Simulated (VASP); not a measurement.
Wanted: the native input for a VASP 6.6.1 run.

```
Task                   : single point
Functional             : PBE
Potentials or basis    : VASP PAW PBE potentials, release 64 (V_sv, N)
Cutoff                 : 600 eV
k mesh                 : 1 × 1 × 3
Occupations            : gaussian, width 0.1 eV
Spin                   : collinear spin, ferromagnetic start
Starting moments       : [0.3, 0.0] μB
Dipole correction      : no
Further INCAR settings : ALGO = Normal; EDIFF = 1e-06; NBANDS = 20; ISYM = 0
```

The structure of VN lies in POSCAR:

```
VN
1.0
    0.0000000000      2.0624650000      2.0624650000
    2.0624650000      0.0000000000      2.0624650000
    2.0624650000      2.0624650000      0.0000000000
V N
1 1
Direct
    0.0000000000      0.0000000000      0.0000000000
    0.5000000000      0.5000000000      0.5000000000
```

These files were run (other wordings do the same):

INCAR

```
PREC     = Accurate       # precision mode
ENCUT    = 600            # plane-wave cutoff, eV
EDIFF    = 1E-6           # SCF threshold, eV
ISMEAR   = 0              # smearing method
SIGMA    = 0.1            # smearing width, eV
LREAL    = F              # projectors in reciprocal space
LASPH    = T              # aspherical terms in the spheres
NELM     = 200            # most SCF steps
ALGO     = Normal         # electronic algorithm
ISIF     = 2              # what is computed and relaxed
LWAVE    = F              # write WAVECAR
LCHARG   = T              # write CHGCAR
ISPIN    = 2              # spin polarisation
MAGMOM   = 0.3 0          # initial moments
LORBIT   = 11             # projections on sites
LMAXMIX  = 4              # l up to which the mixer works
GGA      = PE             # functional
LELF     = T              # ELF
LVHAR    = T            
ISYM     = 0            
NBANDS   = 20             # bands
GGA_COMPAT= F
```

KPOINTS

```
regular mesh
0
Gamma
  1 1 3
```

Potentials or basis: VASP PAW PBE potentials, release 64 (V_sv, N).

Run with:

```sh
$ cat potpaw_PBE.64/V_sv/POTCAR potpaw_PBE.64/N/POTCAR > POTCAR
$ mpirun -np 1 vasp_std > vasp.out
```

It gave:

The pressure is 27.6 GPa. The band gap on the k mesh is zero (filled and empty bands overlap), the net moment is 0.00 μB per cell and the valence electrons inside the program's atomic spheres are V 11.63; N 3.86.

Caveat: the k points lie up to 2.64 Å⁻¹ apart.

It took 13 s on 1 thread of Intel Xeon 8259CL, on a shared host, peak memory 0.14 GiB.
